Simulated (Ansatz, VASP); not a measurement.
**Two plane-wave programs on Sc3Al2**

```
Sc Al
1.0
     7.77456   -2.74548    0.00000
     7.77456    2.74548    0.00000
     0.00000    0.00000    4.92242
Sc Al
6 4
Direct
  0.82106 0.17894 0.25000
  0.42466 0.78809 0.25000
  0.21191 0.57534 0.25000
  0.17894 0.82106 0.75000
  0.78809 0.42466 0.75000
  0.57534 0.21191 0.75000
  0.03266 0.36802 0.25000
  0.63198 0.96734 0.25000
  0.36802 0.03266 0.75000
  0.96734 0.63198 0.75000
```

Alike in both runs: functional PBE; k mesh 4 × 4 × 4; occupations gaussian, width 0.1 eV; no spin polarisation.

Ansatz relaxed the structure, and its values are those at the end. VASP's run is a single point on that final structure, the one shown.

```csv
,VASP,Ansatz
version,VASP 6.6.1,Ansatz 0.2.0
potentials or method,"VASP PAW PBE potentials, release 64 (Sc_sv, Al), cutoff 520 eV","scalar-relativistic, plane waves, PAW"
valence electrons in the cell,78,78
```

Ansatz gave:

* gap on the k mesh at the Fermi level (eV): none
* pressure (GPa): 0.1
* rms of the force components (eV/Å): 0.007

Problem. Estimate VASP's values.

Solution. gap on the k mesh at the Fermi level (eV): none; pressure (GPa): 0.1; rms of the force components (eV/Å): 0.008.

A gap of «none» marks a metal or a gap that the smearing closes.
